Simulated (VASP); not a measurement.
Runs of VASP 6.6.1 on TaN. The structure is that of space group P-62m (No. 189), or close to it. The cells are those of the table. 

```tsv
task	level	potentials or basis	cell	k mesh	cutoff (eV)	gap on the mesh (eV)	pressure (GPa)	largest force (eV/Å)
single point	PBE	VASP PAW PBE potentials, release 64 (Ta_pv, N)	a = 5.227, b = 5.227, c = 2.920 Å, angles 90.0, 90.0, 120.0°, 6 atoms	7 × 7 × 11	520	none	0.8	-
single point	PBEsol	VASP PAW PBE potentials, release 64 (Ta_pv, N)	a = 5.180, b = 5.180, c = 2.894 Å, angles 90.0, 90.0, 120.0°, 6 atoms	7 × 7 × 11	520	none	1.0	0.01
single point	r2SCAN	VASP PAW PBE potentials, release 64 (Ta_pv, N)	a = 5.202, b = 5.202, c = 2.908 Å, angles 90.0, 90.0, 120.0°, 6 atoms	8 × 8 × 12	520	none	1.6	-
relaxation of cell and atoms	PBE	VASP PAW PBE potentials, release 64 (Ta_pv, N)	relaxed from a = 5.196, b = 5.196, c = 2.911 Å, angles 90.0, 90.0, 120.0°, 6 atoms	7 × 7 × 11	600	none	-0.1	-
single point	LDA	VASP PAW LDA potentials, release 64 (Ta_pv, N)	a = 5.150, b = 5.150, c = 2.874 Å, angles 90.0, 90.0, 120.0°, 6 atoms	7 × 7 × 11	520	none	(a)	0.01
single point	r2SCAN	VASP PAW PBE potentials, release 64 (Ta_pv, N)	a = 5.202, b = 5.202, c = 2.908 Å, angles 90.0, 90.0, 120.0°, 6 atoms	7 × 7 × 11	520	none	1.6	0.01
```

Alike in all rows: no spin polarisation; smearing fermi-dirac 0.1 eV.

Estimate the missing entries.

(a) 1.9.

Caveats: spin-orbit coupling is left out, which moves the levels of the heavy elements; the PAW data sets were made with another functional, which shifts forces and pressure a little (at least some runs).

A k mesh can miss the band edges, and the runs leave out spin-orbit coupling on Ta.

A gap of «none» marks levels without a gap at the run's occupations.
